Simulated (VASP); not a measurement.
# NaF (Fm-3m) in VASP: settings compared

The runs below take NaF through single point, with HF, r2SCANh.

Program: VASP 6.6.1. These are calculated values, not measurements. Logs are shortened: lines on timing, memory, paths and dates and some standing lists are left out, and cuts for length are marked.

## Step 1: The cell of the first run

Symmetry: Fm-3m, No. 225, cubic system. Conventional cell: a = 4.594 Å, b = 4.594 Å, c = 4.594 Å, α = 90.00°, β = 90.00°, γ = 90.00°. Within 3.0 Å of Na (site symmetry m-3m) lie 6 F at 2.30 Å. F (site symmetry m-3m) has 6 Na at 2.30 Å within 3.0 Å.

## Step 2: Single point, HF

The input, POSCAR:

```
NaF
1.0
    0.0000000000      2.2972417820      2.2972417820
    2.2972417820      0.0000000000      2.2972417820
    2.2972417820      2.2972417820      0.0000000000
Na F
1 1
Direct
    0.0000000000      0.0000000000      0.0000000000
    0.5000000000      0.5000000000      0.5000000000
```

The input, INCAR.step1:

```
ALGO = Normal
EDIFF = 1E-5
ENCUT = 520
GGA = PE
ISIF = 2
ISMEAR = 0
LASPH = True
LCHARG = False
LREAL = False
LWAVE = True
NBANDS = 14
NELM = 80
PREC = Accurate
SIGMA = 0.01
```

The input, INCAR.step2:

```
AEXX = 1.0
AGGAC = 0.0
ALDAC = 0.0
ALGO = Normal
EDIFF = 1E-6
ENCUT = 520
GGA = PE
ISIF = 2
ISMEAR = 0
ISTART = 1
LASPH = True
LCHARG = False
LHFCALC = True
LREAL = False
LWAVE = False
NBANDS = 14
NELM = 80
PREC = Accurate
PRECFOCK = Normal
SIGMA = 0.01
```

The input, KPOINTS:

```
k-points
0
Gamma
  6 6 6
```

Potentials or basis: VASP PAW PBE potentials, release 64 (Na_pv, F).

Run with:

```console
$ cat potpaw_PBE.64/Na_pv/POTCAR potpaw_PBE.64/F/POTCAR > POTCAR
$ cp INCAR.step1 INCAR
$ mpirun -np 1 vasp_std > vasp.out
$ cp INCAR.step2 INCAR
$ mpirun -np 1 vasp_std > vasp.out
```

OUTCAR:

```text
AEXX = 1.0
   EDIFF = 1E-6
   ENCUT = 520
   GGA = PE
   ISIF = 2
   ISMEAR = 0
   ISTART = 1
   LASPH = True
   LHFCALC = True
   LREAL = False
   NELM = 80
   PREC = Accurate
   PRECFOCK = Normal

 ion  position               nearest neighbor table
   1  0.000  0.000  0.000-   2 2.30   2 2.30   2 2.30   2 2.30   2 2.30   2 2.30
   2  0.500  0.500  0.500-   1 2.30   1 2.30   1 2.30   1 2.30   1 2.30   1 2.30

  LATTYP: Found a face centered cubic cell.
 ALAT       =     4.5944835640

  Lattice vectors:

 A1 = (   0.0000000000,   2.2972417820,   2.2972417820)
 A2 = (   2.2972417820,   0.0000000000,   2.2972417820)
 A3 = (   2.2972417820,   2.2972417820,   0.0000000000)

Analysis of symmetry for initial positions (statically):
=====================================================================
 Subroutine PRICEL returns:
 Original cell was already a primitive cell.

 Routine SETGRP: Setting up the symmetry group for a
 face centered cubic supercell.

 Subroutine GETGRP returns: Found 48 space group operations
 (whereof 48 operations were pure point group operations)
 out of a pool of 48 trial point group operations.

The static configuration has the point symmetry O_h .

Analysis of symmetry for dynamics (positions and initial velocities):
=====================================================================
 Subroutine PRICEL returns:
 Original cell was already a primitive cell.

 Routine SETGRP: Setting up the symmetry group for a
 face centered cubic supercell.

 Subroutine GETGRP returns: Found 48 space group operations
 (whereof 48 operations were pure point group operations)
 out of a pool of 48 trial point group operations.

The dynamic configuration has the point symmetry O_h .

 Subroutine INISYM returns: Found 48 space group operations
 (whereof 48 operations are pure point group operations),
 and found     1 'primitive' translations

----------------------------------------------------------------------------------------

                                     Primitive cell

  volume of cell :      24.2466

  direct lattice vectors                    reciprocal lattice vectors
     0.000000000  2.297241782  2.297241782    -0.217652318  0.217652318  0.217652318
     2.297241782  0.000000000  2.297241782     0.217652318 -0.217652318  0.217652318
     2.297241782  2.297241782  0.000000000     0.217652318  0.217652318 -0.217652318

  length of vectors
     3.248790484  3.248790484  3.248790484     0.376984874  0.376984874  0.376984874

  position of ions in fractional coordinates (direct lattice)
     0.000000000  0.000000000  0.000000000
     0.500000000  0.500000000  0.500000000

  ion indices of the primitive-cell ions
   primitive index   ion index
                 1           1
                 2           2

----------------------------------------------------------------------------------------

 KPOINTS: k-points

Automatic generation of k-mesh.
 Grid dimensions read from file:
 generate k-points for:    6    6    6

 Generating k-lattice:

  Cartesian coordinates                     Fractional coordinates (reciprocal lattice)
    -0.036275386  0.036275386  0.036275386     0.166666667  0.000000000  0.000000000
     0.036275386 -0.036275386  0.036275386     0.000000000  0.166666667  0.000000000
     0.036275386  0.036275386 -0.036275386     0.000000000  0.000000000  0.166666667

  Length of vectors
     0.062830812  0.062830812  0.062830812

  Shift w.r.t. Gamma in fractional coordinates (k-lattice)
     0.000000000  0.000000000  0.000000000

 Subroutine IBZKPT returns following result:
 ===========================================

 Found     16 irreducible k-points:

 Following reciprocal coordinates:
            Coordinates               Weight
  0.000000  0.000000  0.000000      1.000000
  0.166667  0.000000  0.000000      8.000000
  0.333333  0.000000  0.000000      8.000000
  0.500000  0.000000  0.000000      4.000000
  0.166667  0.166667  0.000000      6.000000
  0.333333  0.166667  0.000000     24.000000
[... 8 lines left out ...]
 -0.333333  0.333333  0.166667     24.000000
 -0.333333  0.500000  0.166667     12.000000
   k-points           NKPTS =     16   k-points in BZ     NKDIM =    216   number of bands    NBANDS=     14
   number of dos      NEDOS =    301   number of ions     NIONS =      2
   total plane-waves  NPLWV =  13824
   dimension x,y,z NGX =    24 NGY =   24 NGZ =   24
   dimension x,y,z NGXF=    48 NGYF=   48 NGZF=   48
   ions per type =               1   1
   NGX,Y,Z   is equivalent  to a cutoff of  12.28, 12.28, 12.28 a.u.
   NGXF,Y,Z  is equivalent  to a cutoff of  24.56, 24.56, 24.56 a.u.
 SYSTEM =  unknown system
   PREC   = accura    normal or accurate (medium, high low for compatibility)
   ISTART =      1    job   : 0-new  1-cont  2-samecut
   ICHARG =      0    charge: 1-file 2-atom 10-const
   ISPIN  =      1    spin polarized calculation?
   LNONCOLLINEAR =      F non collinear calculations
   LSORBIT =      F    spin-orbit coupling
   LASPH  =      T    aspherical Exc in radial PAW
   ENCUT  =  520.0 eV  38.22 Ry    6.18 a.u.   6.04  6.04  6.04*2*pi/ulx,y,z
   NELM   =     80;   NELMIN=  2; NELMDL=  0     # of ELM steps
   EDIFF  = 0.1E-05   stopping-criterion for ELM
   LREAL  =      F    real-space projection
   EDIFFG = 0.1E-04   stopping-criterion for IOM
   NSW    =      0    number of steps for IOM
   IBRION =     -1    ionic relax: 0-MD 1-quasi-New 2-CG
   NFREE  =      0    steps in history (QN), initial steepest desc. (CG)
   ISIF   =      2    stress and relaxation
   ISYM   =      3    0-nonsym 1-usesym 2-fastsym
   POTIM  = 0.5000    time-step for ionic-motion
   TEBEG  =    0.0;   TEEND  =   0.0 temperature during run
   PSTRESS=    0.0 pullay stress
   NELECT =      14.0000    total number of electrons
   NUPDOWN=      -1.0000    fix difference up-down
   EMIN   =  10.00;   EMAX   =-10.00  energy-range for DOS
   EFERMI =   0.00;   METHOD = LEGACY
   ISMEAR =     0;   SIGMA  =   0.01  broadening in eV -4-tet -1-fermi 0-gaus
   EFERMI_NEDOS =   21; number of points for ismear=-14 and -15
   IALGO  =     38    algorithm
   IMIX   =      1    mixing-type and parameters
     AMIX     =   0.40;   BMIX     =  1.00
     AMIX_MAG =   1.60;   BMIX_MAG =  1.00
  volume/ion in A,a.u.               =      12.12        81.81
  Fermi-wavevector in a.u.,A,eV,Ry     =   1.363225  2.576121 25.284819  1.858382
  Thomas-Fermi vector in A             =   2.489646
   LORBIT       =      0    0 simple, 1 ext, 2 COOP (PROOUT), +10 PAW based schemes
   GGA     = PE    functional components
   LHFCALC =     T    Hartree Fock is set to
   PRECFOCK=normal    Normal, Fast or Accurate (Low or Medium for compatibility)
   ENCUT4O =  -1.0   cutoff for four orbital integrals eV
   NKREDX  =     1    reduce k-point grid by
   NKREDY  =     1    reduce k-point grid by
   NKREDZ  =     1    reduce k-point grid by
   AEXX    =    1.0000 exact exchange contribution
   HFSCREEN=    0.0000 screening length (either q_TF or 0.3 A-1)
   HFSCREENC=   0.0000 screening length for correlation (either q_TF or 0.3 A-1)
   ENCUTFOCK=  -1.0 apply spherical cutoff to Coloumb kernel
   IVDW    =     0    specifies the selected vdW correction
   LEPSILON=     F    determine dielectric tensor
   LRPA    =     F    only Hartree local field effects (RPA)
 non-spin polarized calculation
 Gauss-broadening in eV      SIGMA  =   0.01
  energy-cutoff  :      520.00
  volume of cell :       24.25
 maximum number of plane-waves:       660
  NGX = 20; NGY = 20; NGZ = 20

 number of electron      13.9999992 magnetization

 Free energy of the ion-electron system (eV)
  ---------------------------------------------------
  ext. energy  EPLUGINS =         0.00000000
  ---------------------------------------------------
  free energy    TOTEN  =       -16.96049574 eV

  energy without entropy =      -16.96049574  energy(sigma->0) =      -16.96049574

 E-fermi :  -9.3125     XC(G=0):   0.0000

 val. band max:       -9.4398529795   @ k =   0.0000   0.0000   0.0000
 cond. band min:       9.0773999307   @ k =   0.0000   0.0000   0.0000
 fundamental gap:     18.5172529103
 Fermi energy:        -9.3124984711

 k-point     1 :       0.0000    0.0000    0.0000
  band No.  band energies     occupation
      1     -34.7179      2.00000
      2     -33.7282      2.00000
      3     -33.7282      2.00000
      4     -33.7282      2.00000
      5      -9.4399      2.00000
      6      -9.4399      2.00000
      7      -9.4399      2.00000
      8       9.0774      0.00000
      9      22.5318      0.00000
     10      22.5318      0.00000
     11      22.5318      0.00000
     12      24.5672      0.00000
     13      28.5236      0.00000
     14      28.5236      0.00000

 k-point     2 :       0.1667    0.0000    0.0000
  band No.  band energies     occupation
      1     -34.8610      2.00000
      2     -33.7300      2.00000
      3     -33.7300      2.00000
      4     -33.5368      2.00000
      5      -9.9271      2.00000
      6      -9.5200      2.00000
      7      -9.5200      2.00000
      8      10.0606      0.00000
      9      19.7107      0.00000
     10      23.0309      0.00000
     11      23.0309      0.00000
     12      27.5921      0.00000
     13      27.5921      0.00000
     14      27.8468      0.00000
[... 207 lines left out ...]
      1     -34.8498      2.00000
      2     -33.7955      2.00000
      3     -33.7748      2.00000
      4     -33.3521      2.00000
      5     -10.7245      2.00000
      6     -10.2875      2.00000
      7      -9.9391      2.00000
      8      15.5761      0.00000
      9      16.2923      0.00000
     10      19.9896      0.00000
     11      22.1959      0.00000
     12      26.8146      0.00000
     13      27.7244      0.00000
     14      33.4283      0.00000

 k-point    16 :      -0.3333    0.5000    0.1667
  band No.  band energies     occupation
      1     -34.6618      2.00000
      2     -33.8348      2.00000
      3     -33.7962      2.00000
      4     -33.5073      2.00000
      5     -10.6897      2.00000
      6     -10.2063      2.00000
      7     -10.0690      2.00000
      8      16.2738      0.00000
      9      16.5879      0.00000
     10      18.4015      0.00000
     11      21.9929      0.00000
     12      25.8706      0.00000
     13      30.4120      0.00000
     14      31.4097      0.00000

------------------------ aborting loop because EDIFF is reached ----------------------------------------

  FORCE on cell =-STRESS in cart. coord.  units (eV):
  Direction    XX          YY          ZZ          XY          YZ          ZX
  --------------------------------------------------------------------------------------
  -------------------------------------------------------------------------------------
  Total        0.2386581      0.2386581      0.2386581      0.0000000     -0.0000000      0.0000000
  in kB       15.7701823     15.7701823     15.7701823      0.0000000     -0.0000000      0.0000000
  external PRESSURE =      15.7701823 kB  Pullay stress =       0.0000000 kB

 VOLUME and BASIS-vectors are now :
 -----------------------------------------------------------------------------
  energy-cutoff  :      520.00
  volume of cell :       24.25
      direct lattice vectors                 reciprocal lattice vectors
     0.000000000  2.297241782  2.297241782    -0.217652318  0.217652318  0.217652318
     2.297241782  0.000000000  2.297241782     0.217652318 -0.217652318  0.217652318
     2.297241782  2.297241782  0.000000000     0.217652318  0.217652318 -0.217652318

 POSITION                                       TOTAL-FORCE (eV/Angst)
 -----------------------------------------------------------------------------------
      0.00000      0.00000      0.00000         0.000000     -0.000000      0.000000
      2.29724      2.29724      2.29724        -0.000000      0.000000     -0.000000
 -----------------------------------------------------------------------------------
    total drift:                               -0.000000     -0.000000     -0.000000

  FREE ENERGIE OF THE ION-ELECTRON SYSTEM (eV)
  ---------------------------------------------------
  free  energy   TOTEN  =       -16.9604957418 eV

  energy  without entropy=      -16.9604957418  energy(sigma->0) =      -16.96049574
```

Wall time 17 min (1 thread of Intel Xeon Platinum 8375C at 2.90GHz (Ice Lake), shared host); peak memory 0.15 GiB.

Results:

```yaml
Free_energy: -16.9605 eV
Pressure: 1.6 GPa
Band_gap_on_the_k_mesh: 18.52 eV
```

Caveat: the PAW data sets were made with another functional, which shifts forces and pressure a little.

## Step 3: Single point, r2SCANh

POSCAR is that of step 2.

The input, INCAR.step1:

```
SYSTEM = NaF
  PREC = Accurate
  ENCUT = 520
  EDIFF = 1E-5
  ISMEAR = 0
  SIGMA = 0.01
  LREAL = .False.
  LASPH = .True.
  NELM = 60
  ALGO = Normal
  ISIF = 2
  LWAVE = .True.
  GGA = PE
  NBANDS = 14
```

The input, INCAR.step2:

```
SYSTEM = NaF
  PREC = Accurate
  ENCUT = 520
  EDIFF = 1E-7
  ISMEAR = 0
  SIGMA = 0.01
  LREAL = .False.
  LASPH = .True.
  NELM = 60
  ALGO = Normal
  ISIF = 2
  LWAVE = .False.
  LCHARG = .True.
  METAGGA = R2SCAN
  LHFCALC = .True.
  AEXX = 0.1
  LMIXTAU = .True.
  PRECFOCK = Normal
  LELF = .True.
  LVHAR = .True.
  ISTART = 1
  NBANDS = 14
```

The input, KPOINTS:

```
regular mesh
0
Gamma
  6 6 6
  0 0 0
```

Potentials or basis: VASP PAW PBE potentials, release 64 (Na_pv, F).

Run with:

```console
$ cat potpaw_PBE.64/Na_pv/POTCAR potpaw_PBE.64/F/POTCAR > POTCAR
$ cp INCAR.step1 INCAR
$ mpirun -np 1 vasp_std > vasp.out
$ cp INCAR.step2 INCAR
$ mpirun -np 1 vasp_std > vasp.out
```

OUTCAR:

```text
SYSTEM = NaF
   PREC = Accurate
   ENCUT = 520
   EDIFF = 1E-7
   ISMEAR = 0
   LREAL = .False.
   LASPH = .True.
   NELM = 60
   ISIF = 2
   METAGGA = R2SCAN
   LHFCALC = .True.
   AEXX = 0.1
   PRECFOCK = Normal
   ISTART = 1

 ion  position               nearest neighbor table
   1  0.000  0.000  0.000-   2 2.30   2 2.30   2 2.30   2 2.30   2 2.30   2 2.30
   2  0.500  0.500  0.500-   1 2.30   1 2.30   1 2.30   1 2.30   1 2.30   1 2.30

  LATTYP: Found a face centered cubic cell.
 ALAT       =     4.5944835640

  Lattice vectors:
[... 458 lines left out ...]

  FORCE on cell =-STRESS in cart. coord.  units (eV):
  Direction    XX          YY          ZZ          XY          YZ          ZX
  --------------------------------------------------------------------------------------
  -------------------------------------------------------------------------------------
  Total       -0.1697757     -0.1697757     -0.1697757      0.0000000      0.0000000      0.0000000
  in kB      -11.2185295    -11.2185295    -11.2185295      0.0000000      0.0000000      0.0000000
  external PRESSURE =     -11.2185295 kB  Pullay stress =       0.0000000 kB

 VOLUME and BASIS-vectors are now :
 -----------------------------------------------------------------------------
  energy-cutoff  :      520.00
  volume of cell :       24.25
      direct lattice vectors                 reciprocal lattice vectors
     0.000000000  2.297241782  2.297241782    -0.217652318  0.217652318  0.217652318
     2.297241782  0.000000000  2.297241782     0.217652318 -0.217652318  0.217652318
     2.297241782  2.297241782  0.000000000     0.217652318  0.217652318 -0.217652318

 POSITION                                       TOTAL-FORCE (eV/Angst)
 -----------------------------------------------------------------------------------
      0.00000      0.00000      0.00000        -0.000000      0.000000     -0.000000
      2.29724      2.29724      2.29724         0.000000     -0.000000      0.000000
 -----------------------------------------------------------------------------------
    total drift:                               -0.000000      0.000000      0.000000

  FREE ENERGIE OF THE ION-ELECTRON SYSTEM (eV)
  ---------------------------------------------------
  free  energy   TOTEN  =       -13.1194950758 eV

  energy  without entropy=      -13.1194950758  energy(sigma->0) =      -13.11949508
```

OUTCAR.step1:

```text
SYSTEM = NaF
   PREC = Accurate
   ENCUT = 520
   EDIFF = 1E-5
   ISMEAR = 0
   LREAL = .False.
   LASPH = .True.
[... 482 lines left out ...]
      0.00000      0.00000      0.00000        -0.000000     -0.000000      0.000000
      2.29724      2.29724      2.29724         0.000000      0.000000      0.000000
 -----------------------------------------------------------------------------------
    total drift:                                0.000000     -0.000000      0.000000

  FREE ENERGIE OF THE ION-ELECTRON SYSTEM (eV)
  ---------------------------------------------------
  free  energy   TOTEN  =        -8.5496154068 eV

  energy  without entropy=       -8.5496154068  energy(sigma->0) =       -8.54961541
```

OSZICAR.step1:

```text
N       E                     dE             d eps       ncg     rms          rms(c)
DAV:   1     0.106142229617E+03    0.10614E+03   -0.78855E+03   448   0.124E+03
DAV:   2    -0.433253359513E+01   -0.11047E+03   -0.10246E+03   490   0.330E+02
DAV:   3    -0.940426809970E+01   -0.50717E+01   -0.50622E+01   568   0.664E+01
DAV:   4    -0.944147634089E+01   -0.37208E-01   -0.37207E-01   502   0.625E+00
DAV:   5    -0.944185872340E+01   -0.38238E-03   -0.38238E-03   574   0.612E-01    0.543E+00
DAV:   6    -0.855692678725E+01    0.88493E+00   -0.30501E+00   554   0.150E+01    0.179E+00
DAV:   7    -0.854765257066E+01    0.92742E-02   -0.29846E-02   448   0.204E+00    0.105E+00
DAV:   8    -0.854910285106E+01   -0.14503E-02   -0.27678E-02   478   0.320E+00    0.149E-01
DAV:   9    -0.854973356177E+01   -0.63071E-03   -0.43108E-03   578   0.629E-01    0.122E-01
DAV:  10    -0.854961804821E+01    0.11551E-03   -0.80997E-04   484   0.347E-01    0.181E-02
DAV:  11    -0.854961540680E+01    0.26414E-05   -0.29084E-05   502   0.636E-02
   1 F= -.85496154E+01 E0= -.85496154E+01  d E =-.268384-121
```

Wall time 29 min (1 thread of Intel Xeon Platinum 8375C at 2.90GHz (Ice Lake), shared host); peak memory 0.15 GiB.

Results:

```
Free energy            : -13.1195 eV
Pressure               : -1.1 GPa
Band gap on the k mesh : 8.36 eV
```

Caveat: the PAW data sets were made with another functional, which shifts forces and pressure a little.
